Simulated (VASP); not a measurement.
Wanted: the native input for a VASP 6.6.1 run.

* Task: single point
* Functional: PBE
* Potentials or basis: VASP PAW PBE potentials, release 64 (Na_pv, Nb_sv)
* Cutoff: 520 eV
* k mesh: 12 × 12 × 12
* Occupations: gaussian, width 0.1 eV
* Spin: no spin polarisation
* Dipole correction: no
* Further INCAR settings: ALGO = Normal; EDIFF = 1e-06; NBANDS = 24

The structure of NaNb2 lies in POSCAR:

```
NaNb2
1.0
    0.0000000000      3.1666454277      3.1666454277
    3.1666454277      0.0000000000      3.1666454277
    3.1666454277      3.1666454277      0.0000000000
Na Nb
1 2
Direct
    0.0000000000      0.0000000000      0.0000000000
    0.2500000000      0.2500000000      0.2500000000
    0.7500000000      0.7500000000      0.7500000000
```

One way to write it, as run:

INCAR

```
PREC = Accurate
ENCUT = 520
EDIFF = 1E-6
ISMEAR = 0
SIGMA = 0.1
LREAL = False
LASPH = True
NELM = 80
ALGO = Normal
ISIF = 2
LWAVE = False
LCHARG = False
GGA = PE
NBANDS = 24
```

KPOINTS

```
Automatic mesh
0
Gamma
  12 12 12
```

Potentials or basis: VASP PAW PBE potentials, release 64 (Na_pv, Nb_sv).

Command:

```bash
$ cat potpaw_PBE.64/Na_pv/POTCAR potpaw_PBE.64/Nb_sv/POTCAR > POTCAR
$ mpirun -np 1 vasp_std > vasp.out
```

Results of the run:

```
Pressure : -0.1 GPa
```

Wall time 81 s on 1 thread of Intel(R) Xeon(R) Platinum 8488C (Sapphire Rapids), with other jobs on the host, peak memory 0.25 GiB.
